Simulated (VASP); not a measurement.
**NaI: G0W0 quasiparticle levels with PBE**

The system is NaI.

```
Na I
1.0
     4.04054    0.00000    0.00000
     0.00000    4.04054    0.00000
     0.00000    0.00000    4.04054
Na I
1 1
Direct
  0.00000 0.00000 0.00000
  0.50000 0.50000 0.50000
```

* Program: VASP 6.6.1
* Task: G0W0 quasiparticle levels
* Functional: PBE
* Potentials or basis: VASP PAW PBE potentials, release 64 (Na_sv_GW, I_GW)
* Cutoff: 500 eV
* k mesh: 4 × 4 × 4
* Occupations: gaussian, width 0.01 eV
* Spin: no spin polarisation
* Dipole correction: no
* GW scheme: G0W0
* GW iterations: 1
* Cutoff of the response function: 140
* Frequency points: 48
* Empty bands: 248
* Further INCAR settings: ALGO = EVGW0; EDIFF = 1e-08; NBANDS = 256

- Band gap on the k mesh, mean-field level: 2.29 eV, indirect (least direct gap 2.79 eV)
- Quasiparticle gap: 4.20 eV
- Least direct quasiparticle gap: 4.64 eV

Levels at points of the mesh, in eV from the valence-band top:
```
           k point  band 5  band 6  band 7  band 8  band 9  band 10  band 11  band 12
(0.00, 0.00, 0.00)  -11.82   -0.65   -0.65   -0.65    2.29     5.60     5.60    11.20
(0.50, 0.00, 0.00)  -11.49   -3.27   -0.32   -0.32    4.62     6.30     7.08     7.93
(0.50, 0.50, 0.00)  -11.21   -2.59   -2.59    0.00    2.79     7.01     8.26     8.26
(0.50, 0.50, 0.50)  -10.93   -2.10   -2.10   -2.10    4.18     4.18     4.18     6.56
```

Run time: 4.2 min on 1 thread of Intel(R) Xeon(R) 6975P-C (Granite Rapids), with other jobs on the host, peak memory 0.94 GiB.

Caveat: bands, screening cutoff and mesh are small and nothing is extrapolated, so the quasiparticle values aren't converged; spin-orbit coupling is left out, which moves the levels of the heavy elements. A k mesh can miss the band edges.
